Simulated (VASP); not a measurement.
# W (Im-3m) in VASP: further runs

The runs below take W through single point, with PBE.

Program: VASP 6.6.1. These are calculated values, not measurements. Logs are shortened: lines on timing, memory, paths and dates and some standing lists are left out, and cuts for length are marked.

## 1. The cell of the first run

The structure is cubic, space group Im-3m (No. 229). Conventional cell: a = 3.183 Å, b = 3.183 Å, c = 3.183 Å, α = 90.00°, β = 90.00°, γ = 90.00°. Within 3.6 Å of W (site symmetry m-3m) lie 14 W at 2.76 to 3.18 Å.

## 2. Single point, PBE

The input, INCAR:

```
ALGO = Normal
EDIFF = 1E-6
ENCUT = 520
GGA = PE
ISIF = 2
ISMEAR = -1
LASPH = T
LCHARG = T
LELF = T
LREAL = F
LVHAR = T
LWAVE = F
NBANDS = 28
NELM = 60
PREC = Accurate
SIGMA = 0.08
```

The input, KPOINTS:

```
k-points
0
Gamma
  9 9 13
```

The input, POSCAR:

```
W
1.0
    0.0000000000      3.1834185691     -3.1834185691
   -3.1834185691      0.0000000000      3.1834185691
    1.5917092846      1.5917092846      1.5917092846
W
3
Direct
    0.0000000000      0.0000000000      0.0000000000
    0.3333333330      0.6666666670      0.3333333330
    0.6666666670      0.3333333330      0.6666666670
```

Potentials or basis: VASP PAW PBE potentials, release 64 (W_sv).

On the command line:

```bash
> cat potpaw_PBE.64/W_sv/POTCAR > POTCAR
> mpirun -np 1 vasp_std > vasp.out
```

OUTCAR:

```text
EDIFF = 1E-6
   ENCUT = 520
   GGA = PE
   ISIF = 2
   ISMEAR = -1
   LASPH = T
   LREAL = F
   NELM = 60
   PREC = Accurate

 ion  position               nearest neighbor table
   1  0.000  0.000  0.000-   2 2.76   3 2.76   3 2.76   2 2.76   3 2.76   2 2.76   3 3.18   2 3.18
                             3 3.18   3 3.18   2 3.18   2 3.18
   2  0.333  0.667  0.333-   1 2.76   3 2.76   3 2.76   1 2.76   1 2.76   3 2.76   3 3.18   3 3.18
                             1 3.18   1 3.18   1 3.18   3 3.18
   3  0.667  0.333  0.667-   1 2.76   2 2.76   2 2.76   1 2.76   1 2.76   2 2.76   2 3.18   2 3.18
                             1 3.18   1 3.18   1 3.18   2 3.18

  LATTYP: Found a hexagonal cell.
 ALAT       =     4.5020337151
 C/A-ratio  =     0.6123724357

  Lattice vectors:

 A1 = (   0.0000000000,   3.1834185691,  -3.1834185691)
 A2 = (  -3.1834185691,   0.0000000000,   3.1834185691)
 A3 = (   1.5917092846,   1.5917092846,   1.5917092846)

Analysis of symmetry for initial positions (statically):
=====================================================================
 Subroutine PRICEL returns following result:

  LATTYP: Found a body centered cubic cell.
 ALAT       =     3.1834185670

  Lattice vectors:

 A1 = (  -1.5917092878,   1.5917092813,  -1.5917092814)
 A2 = (  -1.5917092830,  -1.5917092830,   1.5917092829)
 A3 = (   1.5917092846,   1.5917092846,   1.5917092846)

   3 primitive cells build up your supercell.

 Routine SETGRP: Setting up the symmetry group for a
 hexagonal supercell.

 Subroutine GETGRP returns: Found 12 space group operations
 (whereof 12 operations were pure point group operations)
 out of a pool of 24 trial point group operations.

The static configuration has the point symmetry D_3d.

Analysis of symmetry for dynamics (positions and initial velocities):
=====================================================================
 Subroutine PRICEL returns following result:

  LATTYP: Found a body centered cubic cell.
 ALAT       =     3.1834185670

  Lattice vectors:

 A1 = (  -1.5917092878,   1.5917092813,  -1.5917092814)
 A2 = (  -1.5917092830,  -1.5917092830,   1.5917092829)
 A3 = (   1.5917092846,   1.5917092846,   1.5917092846)

   3 primitive cells build up your supercell.

 Routine SETGRP: Setting up the symmetry group for a
 hexagonal supercell.

 Subroutine GETGRP returns: Found 12 space group operations
 (whereof 12 operations were pure point group operations)
 out of a pool of 24 trial point group operations.

The dynamic configuration has the point symmetry D_3d.

 Subroutine INISYM returns: Found 12 space group operations
 (whereof 12 operations are pure point group operations),
 and found     3 'primitive' translations

----------------------------------------------------------------------------------------

                                     Primitive cell

  volume of cell :      16.1306

  direct lattice vectors                    reciprocal lattice vectors
    -1.591709288  1.591709281 -1.591709281    -0.314127715  0.314127715  0.000000000
    -1.591709283 -1.591709283  1.591709283    -0.314127714 -0.000000001  0.314127715
     1.591709285  1.591709285  1.591709285    -0.000000000  0.314127715  0.314127715

  length of vectors
     2.756921350  2.756921349  2.756921352     0.444243674  0.444243674  0.444243674

  position of ions in fractional coordinates (direct lattice)
     0.000000000  0.000000000  0.000000000

  ion indices of the primitive-cell ions
   primitive index   ion index
                 1           1

----------------------------------------------------------------------------------------

 KPOINTS: k-points

Automatic generation of k-mesh.
 Grid dimensions read from file:
 generate k-points for:    9    9   13

 Generating k-lattice:

  Cartesian coordinates                     Fractional coordinates (reciprocal lattice)
    -0.011634360  0.023268720 -0.011634360     0.111111111  0.000000000  0.000000000
    -0.023268720  0.011634360  0.011634360     0.000000000  0.111111111  0.000000000
     0.016109114  0.016109114  0.016109114     0.000000000  0.000000000  0.076923077

  Length of vectors
     0.028498245  0.028498245  0.027901803

  Shift w.r.t. Gamma in fractional coordinates (k-lattice)
     0.000000000  0.000000000  0.000000000

 Subroutine IBZKPT returns following result:
 ===========================================

 Found    126 irreducible k-points:

 Following reciprocal coordinates:
            Coordinates               Weight
  0.000000  0.000000  0.000000      1.000000
  0.111111  0.000000  0.000000      6.000000
  0.222222  0.000000  0.000000      6.000000
  0.333333  0.000000  0.000000      6.000000
  0.444444  0.000000  0.000000      6.000000
  0.111111  0.111111  0.000000      6.000000
[... 16 lines left out ...]
  0.222222  0.111111  0.076923     12.000000
 -0.111111  0.333333  0.076923     12.000000
 [... further k-points ...]
   k-points           NKPTS =    126   k-points in BZ     NKDIM =    126   number of bands    NBANDS=     28
   number of dos      NEDOS =    301   number of ions     NIONS =      3
   total plane-waves  NPLWV =  31104
   dimension x,y,z NGX =    36 NGY =   36 NGZ =   24
   dimension x,y,z NGXF=    72 NGYF=   72 NGZF=   48
   ions per type =               3
   NGX,Y,Z   is equivalent  to a cutoff of  13.29, 13.29, 14.47 a.u.
   NGXF,Y,Z  is equivalent  to a cutoff of  26.59, 26.59, 28.94 a.u.
 SYSTEM =  unknown system
   PREC   = accura    normal or accurate (medium, high low for compatibility)
   ISTART =      0    job   : 0-new  1-cont  2-samecut
   ICHARG =      2    charge: 1-file 2-atom 10-const
   ISPIN  =      1    spin polarized calculation?
   LNONCOLLINEAR =      F non collinear calculations
   LSORBIT =      F    spin-orbit coupling
   LASPH  =      T    aspherical Exc in radial PAW
   ENCUT  =  520.0 eV  38.22 Ry    6.18 a.u.   8.37  8.37  5.13*2*pi/ulx,y,z
   NELM   =     60;   NELMIN=  2; NELMDL= -5     # of ELM steps
   EDIFF  = 0.1E-05   stopping-criterion for ELM
   LREAL  =      F    real-space projection
   EDIFFG = 0.1E-04   stopping-criterion for IOM
   NSW    =      0    number of steps for IOM
   IBRION =     -1    ionic relax: 0-MD 1-quasi-New 2-CG
   NFREE  =      0    steps in history (QN), initial steepest desc. (CG)
   ISIF   =      2    stress and relaxation
   ISYM   =      2    0-nonsym 1-usesym 2-fastsym
   POTIM  = 0.5000    time-step for ionic-motion
   TEBEG  =    0.0;   TEEND  =   0.0 temperature during run
   PSTRESS=    0.0 pullay stress
   NELECT =      42.0000    total number of electrons
   NUPDOWN=      -1.0000    fix difference up-down
   EMIN   =  10.00;   EMAX   =-10.00  energy-range for DOS
   EFERMI =   0.00;   METHOD = LEGACY
   ISMEAR =    -1;   SIGMA  =   0.08  broadening in eV -4-tet -1-fermi 0-gaus
   EFERMI_NEDOS =   21; number of points for ismear=-14 and -15
   IALGO  =     38    algorithm
   IMIX   =      4    mixing-type and parameters
     AMIX     =   0.40;   BMIX     =  1.00
     AMIX_MAG =   1.60;   BMIX_MAG =  1.00
  volume/ion in A,a.u.               =      16.13       108.85
  Fermi-wavevector in a.u.,A,eV,Ry     =   1.561590  2.950978 33.178680  2.438564
  Thomas-Fermi vector in A             =   2.664633
   LORBIT       =      0    0 simple, 1 ext, 2 COOP (PROOUT), +10 PAW based schemes
   GGA     = PE    functional components
   LHFCALC =     F    Hartree Fock is set to
   AEXX    =    0.0000 exact exchange contribution
   IVDW    =     0    specifies the selected vdW correction
   LEPSILON=     F    determine dielectric tensor
   LRPA    =     F    only Hartree local field effects (RPA)
 non-spin polarized calculation
  energy-cutoff  :      520.00
  volume of cell :       48.39
 maximum number of plane-waves:      1332
 NGX is ok and might be reduce to    36
   NGX = 17   NGY = 17   NGZ = 11

 number of electron      41.9999993 magnetization

 Free energy of the ion-electron system (eV)
  ---------------------------------------------------
  ext. energy  EPLUGINS =         0.00000000
  ---------------------------------------------------
  free energy    TOTEN  =       -38.88575604 eV

  energy without entropy =      -38.85937540  energy(sigma->0) =      -38.87256572

 E-fermi :  11.1960     XC(G=0): -13.5428

 val. band max:       11.1637396665   @ k =   0.2222   0.1111   0.0769
 cond. band min:      11.2238288412   @ k =   0.0000   0.4444   0.3077
 fundamental gap:      0.0600891748
 Fermi energy:        11.1960385030

 k-point     1 :       0.0000    0.0000    0.0000
  band No.  band energies     occupation
      1     -63.0176      2.00000
      2     -62.8778      2.00000
      3     -62.8778      2.00000
      4     -27.4503      2.00000
      5     -27.4503      2.00000
      6     -27.4503      2.00000
[... 20 lines left out ...]
     27      13.9439      0.00000
     28      13.9439      0.00000

 k-point     2 :       0.1111    0.0000    0.0000
  band No.  band energies     occupation
      1     -63.0127      2.00000
      2     -62.8807      2.00000
      3     -62.8800      2.00000
      4     -27.5834      2.00000
      5     -27.5641      2.00000
      6     -27.3047      2.00000
[... 20 lines left out ...]
     27      14.1889      0.00000
     28      14.3397      0.00000

 k-point     3 :       0.2222    0.0000    0.0000
  band No.  band energies     occupation
      1     -62.9987      2.00000
      2     -62.8901      2.00000
      3     -62.8849      2.00000
      4     -27.6939      2.00000
      5     -27.6049      2.00000
      6     -27.1572      2.00000
[... 20 lines left out ...]
     27      14.2183      0.00000
     28      14.6080      0.00000

 k-point     4 :       0.3333    0.0000    0.0000
  band No.  band energies     occupation
      1     -62.9777      2.00000
      2     -62.9063      2.00000
      3     -62.8899      2.00000
      4     -27.7729      2.00000
      5     -27.5586      2.00000
      6     -27.0475      2.00000
[... 578 lines left out ...]
     27      14.3040      0.00000
     28      14.6190      0.00000

 k-point    23 :       0.2222    0.1111    0.0769
  band No.  band energies     occupation
      1     -62.9813      2.00000
      2     -62.8999      2.00000
      3     -62.8834      2.00000
      4     -27.7133      2.00000
      5     -27.6140      2.00000
      6     -27.0978      2.00000
[... 20 lines left out ...]
     27      14.1981      0.00000
     28      15.0948      0.00000

 k-point    24 :      -0.1111    0.3333    0.0769
  band No.  band energies     occupation
      1     -62.9820      2.00000
      2     -62.8934      2.00000
      3     -62.8892      2.00000
      4     -27.6860      2.00000
      5     -27.6167      2.00000
      6     -27.1067      2.00000
[... 20 lines left out ...]
     27      14.2750      0.00000
     28      14.3892      0.00000

 [... further k-points ...]
[... 5 lines left out ...]
  --------------------------------------------------------------------------------------
  -------------------------------------------------------------------------------------
  Total        0.1931938      0.1931938      0.1931938     -0.0447752     -0.0447752     -0.0447752
  in kB        6.3963364      6.3963364      6.3963364     -1.4824338     -1.4824338     -1.4824338
  external PRESSURE =       6.3963364 kB  Pullay stress =       0.0000000 kB

 VOLUME and BASIS-vectors are now :
 -----------------------------------------------------------------------------
  energy-cutoff  :      520.00
  volume of cell :       48.39
      direct lattice vectors                 reciprocal lattice vectors
     0.000000000  3.183418569 -3.183418569    -0.104709238  0.209418476 -0.104709238
    -3.183418569  0.000000000  3.183418569    -0.209418476  0.104709238  0.104709238
     1.591709285  1.591709285  1.591709285     0.209418476  0.209418476  0.209418476

 POSITION                                       TOTAL-FORCE (eV/Angst)
 -----------------------------------------------------------------------------------
      0.00000      0.00000      0.00000        -0.000000     -0.000000     -0.000000
     -1.59171      1.59171      1.59171         0.000000      0.000000     -0.000000
      0.00000      3.18342     -0.00000         0.000000      0.000000      0.000000
 -----------------------------------------------------------------------------------
    total drift:                               -0.000000     -0.000000      0.000000

  FREE ENERGIE OF THE ION-ELECTRON SYSTEM (eV)
  ---------------------------------------------------
  free  energy   TOTEN  =       -38.8857560444 eV

  energy  without entropy=      -38.8593754035  energy(sigma->0) =      -38.87256572
```

It took 2.9 min on 1 thread of Intel Xeon 8259CL, shared host; peak memory 0.27 GiB.

What came out:

| Quantity | Value |
| --- | --- |
| Free energy | -38.8858 eV |
| Pressure | 0.6 GPa |
| Band gap on the k mesh | zero (bands 21 and 22 overlap by 3.79 eV) |

Caveat: spin-orbit coupling is left out, which moves the levels of the heavy elements.

## 3. Single point, PBE

The input, INCAR:

```
SYSTEM = W
PREC = Accurate
ENCUT = 520
EDIFF = 1E-6
ISMEAR = -1
SIGMA = 0.08
LREAL = .FALSE.
LASPH = .TRUE.
NELM = 80
ALGO = Normal
ISIF = 2
LWAVE = .FALSE.
LCHARG = .FALSE.
GGA = PE
NBANDS = 28
```

The input, KPOINTS:

```
Automatic mesh
0
G
  9 9 13
  0 0 0
```

POSCAR is that of step 2.

Potentials or basis: VASP PAW PBE potentials, release 64 (W_sv).

On the command line:

```bash
> cat potpaw_PBE.64/W_sv/POTCAR > POTCAR
> mpirun -np 1 vasp_std > vasp.out
```

It took 4.1 min on 1 thread of Intel Xeon 8259CL, shared host; peak memory 0.27 GiB.

It converged, with:

```
Free energy            : -38.8858 eV
Pressure               : 0.6 GPa
Band gap on the k mesh : zero (bands 21 and 22 overlap by 3.79 eV)
```

Levels at points of the mesh, in eV from the Fermi level:
| k point | band 18 | band 19 | band 20 | band 21 | band 22 | band 23 | band 24 | band 25 |
| --- | --- | --- | --- | --- | --- | --- | --- | --- |
| (0.00, 0.00, 0.00) | -2.65 | -2.65 | -1.21 | -1.20 | -1.20 | 2.22 | 2.22 | 2.75 |

Caveat: spin-orbit coupling is left out, which moves the levels of the heavy elements.
